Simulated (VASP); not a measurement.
A run of VASP 6.6.1 is set up as follows.

POSCAR

```
SnTe
1.0
    0.0000000000      3.1893303454      3.1255437385
    3.1893303454      0.0000000000      3.1255437385
    3.1893303454      3.1893303454      0.0000000000
Sn Te
1 1
Direct
    0.0000000000      0.0000000000      0.0000000000
    0.5000000000      0.5000000000      0.5000000000
```

INCAR.step1

```
SYSTEM = SnTe
PREC = Accurate
ENCUT = 520
ISMEAR = -1
SIGMA = 0.02
LREAL = .FALSE.
LASPH = .TRUE.
NELM = 100
NBANDS = 17
GGA = PE
ALGO = Normal
EDIFF = 1E-4
LWAVE = .TRUE.
LCHARG = .FALSE.
```

The input INCAR.step2:

```
SYSTEM = SnTe
PREC = Accurate
ENCUT = 520
EDIFF = 1E-7
ISMEAR = -1
SIGMA = 0.02
LREAL = .FALSE.
LASPH = .TRUE.
NELM = 100
ALGO = Normal
ISIF = 2
LWAVE = .FALSE.
LCHARG = .FALSE.
METAGGA = R2SCAN
LMIXTAU = .TRUE.
NBANDS = 17
ISTART = 1
```

Contents of KPOINTS:

```
Automatic mesh
0
G
  8 8 8
  0 0 0
```

Potentials or basis: VASP PAW PBE potentials, release 64 (Sn_d, Te).

Command:

```console
$ cat potpaw_PBE.64/Sn_d/POTCAR potpaw_PBE.64/Te/POTCAR > POTCAR
$ cp INCAR.step1 INCAR
$ mpirun -np 1 vasp_std > vasp.out
$ cp INCAR.step2 INCAR
$ mpirun -np 1 vasp_std > vasp.out
```

(1) Predict the pressure.

(2) Predict the band gap on the k mesh.

Answers

(1) 0.9 GPa.

(2) 0.04 eV.

Caveat: the cell differs from its parent crystal (uniaxial z strain -2.0%); the PAW data sets were made with another functional, which shifts forces and pressure a little; spin-orbit coupling is left out, which moves the levels of the heavy elements.
